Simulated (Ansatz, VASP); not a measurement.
One calculation of Al, two programs

Contents of INCAR:

```
SYSTEM = Al
PREC = Accurate
ENCUT = 520
EDIFF = 1E-6
ISMEAR = -1
SIGMA = 0.05
LREAL = .False.
LASPH = .True.
NELM = 60
ALGO = Normal
ISIF = 2
LWAVE = .False.
LCHARG = .False.
GGA = PE
NBANDS = 8
```

File KPOINTS:

```
regular mesh
0
Gamma
  14 14 14
  0 0 0
```

Contents of POSCAR:

```
Al
1.0
    0.0000000000      2.0239800000      1.9835004000
    2.0239800000      0.0000000000      1.9835004000
    2.0239800000      2.0239800000      0.0000000000
Al
1
Direct
    0.0000000000      0.0000000000      0.0000000000
```

Input for Ansatz:

```yaml
crystal:
  lattice:
    - [0.0, 2.02398, 1.9835004]
    - [2.02398, 0.0, 1.9835004]
    - [2.02398, 2.02398, 0.0]
  atoms:
    - { symbol: Al, position: [0.0, 0.0, 0.0] }
kpoints:
  mp_grid: { grid: [14, 14, 14] }
  band_path:
    path:
      - [0.0, 0.0, 0.0]
      - [0.0, 0.5, 0.5]
      - [0.25, 0.75, 0.5]
      - [0.0, 0.5, 0.0]
      - [0.0, 0.0, 0.0]
      - [0.5, 0.5, 0.0]
      - [0.3801541025, 0.6198458975, 0.0]
      - [-0.3801541025, 0.3801541025, 0.0]
      - [0.0, 0.0, 0.0]
    npoints: 5
scf:
  occupations: { method: fermi_dirac, width: 0.05 }
hamiltonian:
  xc: pbe
  pseudopotentials: { kind: all_electron, lapw: { basis_error: 0.001 } }
output:
  forces: true
  stress: true
  eigenvalues: true
```

Change from the starting cell: zz strain of -2 %.

Alike in both runs: task single point; functional PBE; k mesh 14 × 14 × 14; occupations fermi-dirac, width 0.05 eV; no spin polarisation.

|  | VASP | Ansatz |
| --- | --- | --- |
| version | VASP 6.6.1 | Ansatz 0.2.0 |
| potentials or method | VASP PAW PBE potentials, release 64 (Al), cutoff 520 eV | all-electron LAPW, scalar-relativistic |

|  | VASP | Ansatz | Ansatz less VASP |
| --- | --- | --- | --- |
| pressure (GPa) | 1.0 | 1.0 | +0.03 |
| traceless stress, the component that is largest in VASP (GPa) | 0.88 | 0.88 | 0.000 |

Ansatz ran all-electron here, and VASP with PAW potentials.
